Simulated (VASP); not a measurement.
# Ba (P6/mmm) in VASP: a series of runs

The runs below take Ba through relaxation of cell and atoms, with PBE.

All numbers are computed with VASP 6.6.1; they aren't measurements. Logs are shortened: lines on timing, memory, paths and dates and some standing lists are left out, and cuts for length are marked.

## 1. The cell of the first run

The structure is hexagonal, space group P6/mmm (No. 191). The conventional cell has a = 5.566 Å, b = 5.566 Å, c = 3.437 Å, α = 90.00°, β = 90.00°, γ = 120.00°. Ba (site symmetry 6/mmm) has 14 Ba at 3.44 to 3.64 Å within 4.5 Å. Ba (site symmetry -6m2) has 11 Ba at 3.21 to 3.64 Å within 4.2 Å.

This isn't the form of Ba at room conditions, which is bcc.

## 2. Relaxation of cell and atoms, PBE, target pressure 14 GPa, at which the enthalpy is minimised

File INCAR:

```
PREC = Accurate
ENCUT = 600
EDIFF = 1E-6
ISMEAR = -1
SIGMA = 0.05
LREAL = F
LASPH = T
NELM = 100
ALGO = Normal
ISIF = 3
LWAVE = F
LCHARG = F
GGA = PE
IBRION = 2
NSW = 32
EDIFFG = -0.005
PSTRESS = 140.0
```

File KPOINTS:

```
regular mesh
0
Gamma
  7 7 9
```

File POSCAR:

```
Ba
1.0
    5.5656929186      0.0000000000      0.0000000000
   -2.7828464593      4.8200314571      0.0000000000
    0.0000000000      0.0000000000      3.4365263573
Ba
3
Direct
    0.0000000000      0.0000000000      0.0000000000
    0.3333333333      0.6666666667      0.5000000000
    0.6666666667      0.3333333333      0.5000000000
```

Potentials or basis: VASP PAW PBE potentials, release 64 (Ba_sv).

The run is started by

```console
cat potpaw_PBE.64/Ba_sv/POTCAR > POTCAR
mpirun -np 1 vasp_std > vasp.out
```

OUTCAR:

```text
PREC = Accurate
   ENCUT = 600
   EDIFF = 1E-6
   ISMEAR = -1
   LREAL = F
   LASPH = T
   NELM = 100
   ISIF = 3
   GGA = PE
   IBRION = 2
   NSW = 32
   EDIFFG = -0.005
   PSTRESS = 140.0

 ion  position               nearest neighbor table
   1  0.000  0.000  0.000-   2 3.64   3 3.64   2 3.64   3 3.64   2 3.64   2 3.64   3 3.64   3 3.64
                             3 3.64   3 3.64   2 3.64   2 3.64
   2  0.333  0.667  0.500-   3 3.21   3 3.21   3 3.21   1 3.64   1 3.64   1 3.64   1 3.64   1 3.64
                             1 3.64   3 4.70   3 4.70   3 4.70   3 4.70   3 4.70   3 4.70
   3  0.667  0.333  0.500-   2 3.21   2 3.21   2 3.21   1 3.64   1 3.64   1 3.64   1 3.64   1 3.64
                             1 3.64   2 4.70   2 4.70   2 4.70   2 4.70   2 4.70   2 4.70

  LATTYP: Found a hexagonal cell.
 ALAT       =     5.5656929186
 C/A-ratio  =     0.6174480712

  Lattice vectors:

 A1 = (   5.5656929186,   0.0000000000,   0.0000000000)
 A2 = (  -2.7828464593,   4.8200314571,   0.0000000000)
 A3 = (   0.0000000000,   0.0000000000,   3.4365263573)

Analysis of symmetry for initial positions (statically):
=====================================================================
 Subroutine PRICEL returns:
 Original cell was already a primitive cell.

 Routine SETGRP: Setting up the symmetry group for a
 hexagonal supercell.

 Subroutine GETGRP returns: Found 24 space group operations
 (whereof 24 operations were pure point group operations)
 out of a pool of 24 trial point group operations.

The static configuration has the point symmetry D_6h.

Analysis of symmetry for dynamics (positions and initial velocities):
=====================================================================
 Subroutine PRICEL returns:
 Original cell was already a primitive cell.

 Routine SETGRP: Setting up the symmetry group for a
 hexagonal supercell.

 Subroutine GETGRP returns: Found 24 space group operations
 (whereof 24 operations were pure point group operations)
 out of a pool of 24 trial point group operations.

The dynamic configuration has the point symmetry D_6h.

 Subroutine INISYM returns: Found 24 space group operations
 (whereof 24 operations are pure point group operations),
 and found     1 'primitive' translations

----------------------------------------------------------------------------------------

                                     Primitive cell

  volume of cell :      92.1911

  direct lattice vectors                    reciprocal lattice vectors
     5.565692919  0.000000000  0.000000000     0.179672148  0.103733763  0.000000000
    -2.782846459  4.820031457  0.000000000     0.000000000  0.207467526  0.000000000
     0.000000000  0.000000000  3.436526357     0.000000000  0.000000000  0.290991512

  length of vectors
[... 70 lines left out ...]
   dimension x,y,z NGXF=    96 NGYF=   96 NGZF=   56
   ions per type =               3
   NGX,Y,Z   is equivalent  to a cutoff of  14.34, 14.34, 13.55 a.u.
   NGXF,Y,Z  is equivalent  to a cutoff of  28.67, 28.67, 27.09 a.u.
 SYSTEM =  unknown system
   PREC   = accura    normal or accurate (medium, high low for compatibility)
   ISTART =      0    job   : 0-new  1-cont  2-samecut
   ICHARG =      2    charge: 1-file 2-atom 10-const
   ISPIN  =      1    spin polarized calculation?
   LNONCOLLINEAR =      F non collinear calculations
   LSORBIT =      F    spin-orbit coupling
   LASPH  =      T    aspherical Exc in radial PAW
   ENCUT  =  600.0 eV  44.10 Ry    6.64 a.u.  11.12 11.12  6.86*2*pi/ulx,y,z
   NELM   =    100;   NELMIN=  2; NELMDL= -5     # of ELM steps
   EDIFF  = 0.1E-05   stopping-criterion for ELM
   LREAL  =      F    real-space projection
   EDIFFG = -.5E-02   stopping-criterion for IOM
   NSW    =     32    number of steps for IOM
   IBRION =      2    ionic relax: 0-MD 1-quasi-New 2-CG
   NFREE  =      1    steps in history (QN), initial steepest desc. (CG)
   ISIF   =      3    stress and relaxation
   ISYM   =      2    0-nonsym 1-usesym 2-fastsym
   POTIM  = 0.5000    time-step for ionic-motion
   TEBEG  =    0.0;   TEEND  =   0.0 temperature during run
   PSTRESS=  140.0 pullay stress
   NELECT =      30.0000    total number of electrons
   NUPDOWN=      -1.0000    fix difference up-down
   EMIN   =  10.00;   EMAX   =-10.00  energy-range for DOS
   EFERMI =   0.00;   METHOD = LEGACY
   ISMEAR =    -1;   SIGMA  =   0.05  broadening in eV -4-tet -1-fermi 0-gaus
   EFERMI_NEDOS =   21; number of points for ismear=-14 and -15
   IALGO  =     38    algorithm
   IMIX   =      4    mixing-type and parameters
     AMIX     =   0.40;   BMIX     =  1.00
     AMIX_MAG =   1.60;   BMIX_MAG =  1.00
  volume/ion in A,a.u.               =      30.73       207.38
  Fermi-wavevector in a.u.,A,eV,Ry     =   1.126036  2.127900 17.251607  1.267957
  Thomas-Fermi vector in A             =   2.262716
   LORBIT       =      0    0 simple, 1 ext, 2 COOP (PROOUT), +10 PAW based schemes
   GGA     = PE    functional components
   LHFCALC =     F    Hartree Fock is set to
   AEXX    =    0.0000 exact exchange contribution
   IVDW    =     0    specifies the selected vdW correction
   LEPSILON=     F    determine dielectric tensor
   LRPA    =     F    only Hartree local field effects (RPA)
 conjugate gradient relaxation of ions
 non-spin polarized calculation
  energy-cutoff  :      600.00
  volume of cell :       92.19
 maximum number of plane-waves:      3092
 NGX is ok and might be reduce to    48
   NGX = 23   NGY = 23   NGZ = 13

--------------------------------------- Ionic step        1  -------------------------------------------

 number of electron      29.9999999 magnetization

 Free energy of the ion-electron system (eV)
  ---------------------------------------------------
  ext. energy  EPLUGINS =         0.00000000
  ---------------------------------------------------
  free energy    TOTEN  =        -2.49114181 eV

  energy without entropy =       -2.46728218  energy(sigma->0) =       -2.47921200

 E-fermi :   5.0280     XC(G=0): -10.1200

 val. band max:        5.0267024346   @ k =   0.2857   0.0000   0.2222
 cond. band min:       5.0355304080   @ k =   0.1429   0.1429   0.0000
 fundamental gap:      0.0088279734
 Fermi energy:         5.0280325658

 k-point     1 :       0.0000    0.0000    0.0000
  band No.  band energies     occupation
      1     -23.7373      2.00000
      2     -22.9245      2.00000
      3     -22.8300      2.00000
      4      -9.7648      2.00000
      5      -9.7648      2.00000
      6      -9.1978      2.00000
[... 752 lines left out ...]
--------------------------------------- Ionic step        7  -------------------------------------------

 number of electron      30.0000003 magnetization

 Free energy of the ion-electron system (eV)
  ---------------------------------------------------
  ext. energy  EPLUGINS =         0.00000000
  ---------------------------------------------------
  free energy    TOTEN  =        -2.90287882 eV

  energy without entropy =       -2.87807981  energy(sigma->0) =       -2.89047931

 E-fermi :   4.7126     XC(G=0):  -9.9186

 val. band max:        4.6944036348   @ k =   0.0000   0.0000   0.3333
 cond. band min:       4.7139992337   @ k =   0.1429   0.1429   0.0000
 fundamental gap:      0.0195955989
 Fermi energy:         4.7125811627

 k-point     1 :       0.0000    0.0000    0.0000
  band No.  band energies     occupation
      1     -23.9443      2.00000
      2     -23.2263      2.00000
      3     -23.1733      2.00000
      4      -9.9283      2.00000
      5      -9.9283      2.00000
      6      -9.3810      2.00000
[... 553 lines left out ...]
  energy  without entropy=       -2.8780798074  energy(sigma->0) =       -2.89047931

  enthalpy is  TOTEN    =         5.5340862568 eV   P V=        8.4369650719

 reached required accuracy - stopping structural energy minimisation
```

Run time: 7 min. Hardware: 1 thread of Oxide Virtual Turin-like, shared host; peak memory 0.25 GiB.

Results:

- Free energy: -2.9029 eV
- Relaxed volume: 32.18 Å³/atom
- Relaxed cell: a = 5.659 Å, b = 5.659 Å, c = 3.481 Å, α = 90.00°, β = 90.00°, γ = 120.00°
- Space group after relaxing (to 0.1 Å): P6/mmm (No. 191)
- Energy change on relaxing (the run minimises the enthalpy): -137.2 meV/atom
- Ionic steps: 7
- Pressure after relaxing: 14.0 GPa
- Band gap on the k mesh: zero (bands 15 and 16 overlap by 1.80 eV)

Step by step:
```tsv
step	energy change (eV)	largest force (eV/Å)	pressure (GPa)	volume (Å³)
1	0.0000	0.0000	16.30	92.19
2	-0.5520	0.0000	13.24	98.20
3	-0.4126	0.0000	14.01	96.56
4	-0.4203	0.0000	13.98	96.65
5	-0.4202	0.0000	13.97	96.65
6	-0.4201	0.0000	13.97	96.65
7	-0.4117	0.0000	14.01	96.55
```

Final structure:
```xyz
3
Lattice="5.6591 0.0000 0.0000 -2.8296 4.9009 0.0000 0.0000 0.0000 3.4813" Properties=species:S:1:pos:R:3 pbc="T T T"
Ba   -2.8296    4.9009    0.0000
Ba    0.0000    3.2673    1.7407
Ba    2.8296    1.6336    1.7407
```

Levels at points of the mesh, in eV from the Fermi level:
| k point | band 13 | band 14 | band 15 | band 16 | band 17 | band 18 |
| --- | --- | --- | --- | --- | --- | --- |
| (0.00, 0.00, 0.00) | -2.19 | -1.34 | 1.36 | 1.81 | 1.81 | 2.11 |

Caveat: the cell is relaxed towards a set pressure, so the run minimises the enthalpy, not the energy; spin-orbit coupling is left out, which moves the levels of the heavy elements.

## 3. Relaxation of cell and atoms, PBE, target pressure 14 GPa, at which the enthalpy is minimised

This run uses another cell than the first one, of 31.08 Å³/atom.

File INCAR:

```
  PREC = Accurate
  ENCUT = 600
  EDIFF = 1E-6
  ISMEAR = -1
  SIGMA = 0.05
  LREAL = F
  LASPH = T
  NELM = 100
  ALGO = Normal
  ISIF = 3
  LWAVE = F
  LCHARG = F
  GGA = PE
  IBRION = 2
  NSW = 60
  EDIFFG = -0.005
  PSTRESS = 140.0
```

KPOINTS is that of step 2.

File POSCAR:

```
Ba
1.0
    5.5792250367      0.0000000000      0.0000000000
   -2.7896125184      4.8317506152      0.0000000000
    0.0000000000      0.0000000000      3.4591195228
Ba
3
Direct
    0.0000000000      0.0000000000      0.0000000000
    0.3333333333      0.6666666667      0.5000000000
    0.6666666667      0.3333333333      0.5000000000
```

Potentials or basis: VASP PAW PBE potentials, release 64 (Ba_sv).

The run is started by

```console
cat potpaw_PBE.64/Ba_sv/POTCAR > POTCAR
mpirun -np 1 vasp_std > vasp.out
```

OUTCAR:

```text
PREC = Accurate
   ENCUT = 600
   EDIFF = 1E-6
   ISMEAR = -1
   LREAL = F
   LASPH = T
   NELM = 100
   ISIF = 3
   GGA = PE
   IBRION = 2
   NSW = 60
   EDIFFG = -0.005
   PSTRESS = 140.0

 ion  position               nearest neighbor table
   1  0.000  0.000  0.000-   2 3.66   3 3.66   2 3.66   3 3.66   3 3.66   3 3.66   2 3.66   2 3.66
                             3 3.66   3 3.66   2 3.66   2 3.66
   2  0.333  0.667  0.500-   3 3.22   3 3.22   3 3.22   1 3.66   1 3.66   1 3.66   1 3.66   1 3.66
                             1 3.66   3 4.73   3 4.73   3 4.73   3 4.73   3 4.73   3 4.73
   3  0.667  0.333  0.500-   2 3.22   2 3.22   2 3.22   1 3.66   1 3.66   1 3.66   1 3.66   1 3.66
                             1 3.66   2 4.73   2 4.73   2 4.73   2 4.73   2 4.73   2 4.73

  LATTYP: Found a hexagonal cell.
 ALAT       =     5.5792250367
 C/A-ratio  =     0.6200000000

  Lattice vectors:

 A1 = (   5.5792250367,   0.0000000000,   0.0000000000)
 A2 = (  -2.7896125184,   4.8317506152,   0.0000000000)
 A3 = (   0.0000000000,   0.0000000000,   3.4591195228)

Analysis of symmetry for initial positions (statically):
=====================================================================
 Subroutine PRICEL returns:
 Original cell was already a primitive cell.

 Routine SETGRP: Setting up the symmetry group for a
 hexagonal supercell.

 Subroutine GETGRP returns: Found 24 space group operations
 (whereof 24 operations were pure point group operations)
 out of a pool of 24 trial point group operations.

The static configuration has the point symmetry D_6h.
[... 147 lines left out ...]
 non-spin polarized calculation
  energy-cutoff  :      600.00
  volume of cell :       93.25
 maximum number of plane-waves:      3133
 NGX is ok and might be reduce to    48
   NGX = 23   NGY = 23   NGZ = 13

--------------------------------------- Ionic step        1  -------------------------------------------

 number of electron      29.9999998 magnetization

 Free energy of the ion-electron system (eV)
  ---------------------------------------------------
  ext. energy  EPLUGINS =         0.00000000
  ---------------------------------------------------
  free energy    TOTEN  =        -2.59620392 eV

  energy without entropy =       -2.57223519  energy(sigma->0) =       -2.58421955

 E-fermi :   4.9485     XC(G=0): -10.0698

 val. band max:        4.9432186206   @ k =   0.1429   0.0000   0.3333
 cond. band min:       4.9553207342   @ k =   0.1429   0.1429   0.0000
 fundamental gap:      0.0121021135
 Fermi energy:         4.9484783153

 k-point     1 :       0.0000    0.0000    0.0000
  band No.  band energies     occupation
      1     -23.7893      2.00000
      2     -22.9977      2.00000
      3     -22.9053      2.00000
      4      -9.8127      2.00000
      5      -9.8127      2.00000
      6      -9.2409      2.00000
[... 713 lines left out ...]
--------------------------------------- Ionic step        6  -------------------------------------------

 number of electron      30.0000003 magnetization

 Free energy of the ion-electron system (eV)
  ---------------------------------------------------
  ext. energy  EPLUGINS =         0.00000000
  ---------------------------------------------------
  free energy    TOTEN  =        -2.90897709 eV

  energy without entropy =       -2.88416484  energy(sigma->0) =       -2.89657096

 E-fermi :   4.7079     XC(G=0):  -9.9155

 val. band max:        4.6900929827   @ k =   0.0000   0.0000   0.3333
 cond. band min:       4.7091222336   @ k =   0.1429   0.1429   0.0000
 fundamental gap:      0.0190292509
 Fermi energy:         4.7078988550

 k-point     1 :       0.0000    0.0000    0.0000
  band No.  band energies     occupation
      1     -23.9478      2.00000
      2     -23.2306      2.00000
      3     -23.1787      2.00000
      4      -9.9313      2.00000
      5      -9.9313      2.00000
      6      -9.3837      2.00000
[... 553 lines left out ...]
  energy  without entropy=       -2.8841648372  energy(sigma->0) =       -2.89657096

  enthalpy is  TOTEN    =         5.5340497089 eV   P V=        8.4430268013

 reached required accuracy - stopping structural energy minimisation
```

CONTCAR:

```text
Ba
   1.00000000000000
     5.6604179735431339   -0.0000000000207269    0.0000000000000000
    -2.8302089868402449    4.9020657611153249   -0.0000000000000000
     0.0000000000000000   -0.0000000000000000    3.4821949414560192
  Ba
     3
Direct
     0.0000000000000000    0.0000000000000000    0.0000000000000000
     0.3333333332999970    0.6666666667000030    0.5000000000000000
     0.6666666667000030    0.3333333332999970    0.5000000000000000

  0.00000000E+00  0.00000000E+00  0.00000000E+00
  0.00000000E+00  0.00000000E+00  0.00000000E+00
  0.00000000E+00  0.00000000E+00  0.00000000E+00
```

It took 6.9 min on 1 thread of Oxide Virtual Turin-like, shared host; peak memory 0.25 GiB.

What came out:

| Quantity | Value |
| --- | --- |
| Free energy | -2.9090 eV |
| Relaxed volume | 32.21 Å³/atom |
| Relaxed cell | a = 5.660 Å, b = 5.660 Å, c = 3.482 Å, α = 90.00°, β = 90.00°, γ = 120.00° |
| Space group after relaxing (to 0.1 Å) | P6/mmm (No. 191) |
| Energy change on relaxing (the run minimises the enthalpy) | -104.3 meV/atom |
| Ionic steps | 6 |
| Pressure after relaxing | 14.0 GPa |
| Band gap on the k mesh | zero (bands 15 and 16 overlap by 1.79 eV) |

Step by step:
```csv
step,energy change (eV),largest force (eV/Å),pressure (GPa),volume (Å³)
1,0.0000,0.0000,15.70,93.25
2,-0.4118,0.0000,13.43,97.78
3,-0.3098,0.0000,13.98,96.59
4,-0.3157,0.0000,13.97,96.66
5,-0.3138,0.0000,13.97,96.64
6,-0.3128,0.0000,13.98,96.62
```

Final structure:
```yaml
crystal:
  lattice:
    - [5.66042, 0.00000, 0.00000]
    - [-2.83021, 4.90207, 0.00000]
    - [0.00000, 0.00000, 3.48219]
  atoms:
    - { symbol: Ba, position: [0.00000, 0.00000, 0.00000] }
    - { symbol: Ba, position: [0.33333, 0.66667, 0.50000] }
    - { symbol: Ba, position: [0.66667, 0.33333, 0.50000] }
```

Caveat: the cell is relaxed towards a set pressure, so the run minimises the enthalpy, not the energy; spin-orbit coupling is left out, which moves the levels of the heavy elements.
